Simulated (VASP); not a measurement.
Mg: relaxation of cell and atoms with PBE

The system is Mg.

```
Mg
1.0
     2.95000    0.00000    0.00000
     0.00000    2.95000    0.00000
     0.00000    0.00000    2.95000
Mg
1
Direct
  0.00000 0.00000 0.00000
```

```yaml
Program: VASP 6.6.1
Task: relaxation of cell and atoms
Functional: PBE
Potentials_or_basis: VASP PAW PBE potentials, release 64 (Mg)
Cutoff: 600 eV
k_mesh: 7 × 7 × 7
Occupations: gaussian, width 0.1 eV
Spin: no spin polarisation
Target_pressure: 20 GPa
Dipole_correction: no
Further_INCAR_settings: ALGO = Normal; EDIFF = 1e-07; IBRION = 2; EDIFFG = -0.03; NSW = 80; ISIF = 3
```

```
Relaxed volume                                         : 18.45 Å³/atom
Relaxed cell                                           : a = 2.642 Å, b = 2.642 Å, c = 2.642 Å, α = 90.00°, β = 90.00°, γ = 90.00°
Space group after relaxing (to 0.05 Å)                 : Pm-3m (No. 221)
Energy change on relaxing (the enthalpy is what falls) : +400.6 meV/atom
Ionic steps                                            : 3
Pressure after relaxing                                : 20.0 GPa
Band gap on the k mesh                                 : zero (band 1 reaches 7.04 eV, above the bottom of band 2 at 2.78 eV)
```

Step by step:
```csv
step,energy change (eV),largest force (eV/Å),pressure (GPa),volume (Å³)
1,0.0000,0.0000,1.84,25.67
2,0.7478,0.0000,33.02,16.31
3,0.4006,0.0000,20.04,18.45
```

Final structure:
```xyz
1
Lattice="2.6422 0.0000 0.0000 0.0000 2.6422 0.0000 0.0000 0.0000 2.6422" Properties=species:S:1:pos:R:3 pbc="T T T"
Mg    0.0000    0.0000    0.0000
```

Levels at points of the mesh, in eV from the Fermi level:
```
           k point  band 1  band 2  band 3  band 4  band 5
(0.00, 0.00, 0.00)   -7.86    9.63    9.63   12.72   12.72
```

Wall time 3.5 s on 1 thread of Intel(R) Xeon(R) 6975P-C (Granite Rapids), with other jobs on the host, peak memory 0.14 GiB.

Caveat: the cell is relaxed towards a set pressure, so the enthalpy falls and the energy may rise; the volume moved by over 15 % at a fixed basis, so the end points are rough.
